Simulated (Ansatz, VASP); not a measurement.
One calculation of Al, two programs

```xyz
1
Lattice="0.0000 1.9967 1.9967 1.9967 0.0000 1.9967 1.9967 1.9967 0.0000" Properties=species:S:1:pos:R:3 pbc="T T T"
Al    0.0000    0.0000    0.0000
```

Alike in both runs: functional r2SCAN; k mesh 19 × 19 × 19; occupations fermi-dirac, width 0.08 eV; no spin polarisation.

Ansatz relaxed the structure, and its values are those at the end. VASP's run is a single point on that final structure, the one shown.

|  | VASP | Ansatz |
| --- | --- | --- |
| version | VASP 6.6.1 | Ansatz 0.2.0 |
| potentials or method | VASP PAW PBE potentials, release 64 (Al) | PAW with Ansatz's default frozen-core files, scalar-relativistic |
| plane-wave cutoff (eV) | 520 | 500 |
| valence electrons in the cell | 3 | 3 |

Ansatz gave:

| Property | Result |
| --- | --- |
| pressure (GPa) | 0.0 |

Task: Which values does VASP return?

Result: Pressure (GPa): -0.4.

VASP's potentials were made for PBE, not for r2SCAN.
